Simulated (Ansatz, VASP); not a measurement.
BSb2As3: VASP beside Ansatz

```
B Sb As
1.0
     8.50687    0.00000    0.00000
    -4.25344    7.36717    0.00000
     0.00000    0.00000    4.40570
B Sb As
2 4 6
Direct
  0.66667 0.33333 0.00000
  0.33333 0.66667 0.00000
  0.00000 0.00000 0.50000
  0.00000 0.50000 0.50000
  0.50000 0.50000 0.50000
  0.50000 0.00000 0.50000
  0.82730 0.17270 0.00000
  0.82730 0.65460 0.00000
  0.34540 0.17270 0.00000
  0.17270 0.82730 0.00000
  0.65460 0.82730 0.00000
  0.17270 0.34540 0.00000
```

Change from the starting cell: species swapped into the Ce2NiGe3 type (P6/mmm, No. 191).

Alike in both runs: task single point; functional PBE; k mesh 3 × 3 × 4; occupations gaussian, width 0.1 eV; no spin polarisation.

```csv
,VASP,Ansatz
version,VASP 6.6.1,Ansatz 0.2.0
potentials or method,"VASP PAW PBE potentials, release 64 (B, Sb, As), cutoff 520 eV","scalar-relativistic, plane waves, PAW"
valence electrons in the cell,56,156
```

|  | VASP | Ansatz | Ansatz less VASP |
| --- | --- | --- | --- |
| gap on the k mesh at the Fermi level (eV) | none | none | - |
| pressure (GPa) | -3.0 | -3.0 | -0.01 |
| traceless stress, the component that is largest in VASP (GPa) | -1.70 | -1.60 | +0.096 |
| rms of the force components (eV/Å) | 0.839 | 0.834 | -0.0047 |

Atom by atom the forces differ by 0.005 eV/Å (rms over components). A gap of «none» marks a metal or a gap that the smearing closes. VASP's potentials hold 56 valence electrons a cell and Ansatz's 156, so a difference there can come from the potentials and not from the codes.

Spin-orbit coupling is off throughout.
